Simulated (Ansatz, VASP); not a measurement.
# One calculation of C, two programs

```
C
1.0
     0.00000    1.78337    1.78337
     1.78337    0.00000    1.78337
     1.78337    1.78337    0.00000
C
2
Direct
  0.75000 0.75000 0.75000
  0.50000 0.50000 0.50000
```

Alike in both runs: functional r2SCAN; k mesh 13 × 13 × 13; occupations fermi-dirac, width 0.05 eV; no spin polarisation.

|  | VASP | Ansatz |
| --- | --- | --- |
| version | VASP 6.6.1 | Ansatz 0.2.0 |
| potentials or method | VASP PAW PBE potentials, release 64 (C_h) | Ansatz PAW |
| plane-wave cutoff (eV) | 910 | 500 |
| valence electrons in the cell | 8 | 8 |
| task | single point | band structure |

Ansatz gave:

| Quantity | Value |
| --- | --- |
| gap on the k mesh at the Fermi level (eV) | 4.36 |
| least direct gap on the mesh (eV) | 5.88 |

Task: Which values does VASP return?

Result: gap on the k mesh at the Fermi level (eV): 4.37; least direct gap on the mesh (eV): 5.88.

VASP's potentials were made for PBE, not for r2SCAN. The functional is the same, so the differences come from potentials, cutoffs and numerics.

Noted on VASP's run: the cutoff is short for stress, so the pressure is rough.
